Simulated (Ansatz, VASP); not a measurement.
# Ca in VASP and in Ansatz

```xyz
1
Lattice="2.7479 0.0000 0.0000 0.0000 2.7479 0.0000 0.0000 0.0000 2.7479" Properties=species:S:1:pos:R:3 pbc="T T T"
Ca    0.0000    0.0000    0.0000
```

Change from the starting cell: volume scaled by 0.5, PAW files.

Alike in both runs: task single point; functional PBEsol; k mesh 11 × 11 × 11; occupations fermi-dirac, width 0.08 eV; no spin polarisation.

|  | VASP | Ansatz |
| --- | --- | --- |
| version | VASP 6.6.1 | Ansatz 0.2.0 |
| potentials or method | VASP PAW PBE potentials, release 64 (Ca_sv) | PAW with Ansatz's default frozen-core files, scalar-relativistic |
| plane-wave cutoff (eV) | 520 | 420 |
| valence electrons in the cell | 10 | 10 |

Ansatz gave:

- pressure (GPa): 24.9

Which values does VASP return?

Pressure (GPa): 25.2.

VASP's potentials were made for PBE, not for PBEsol.
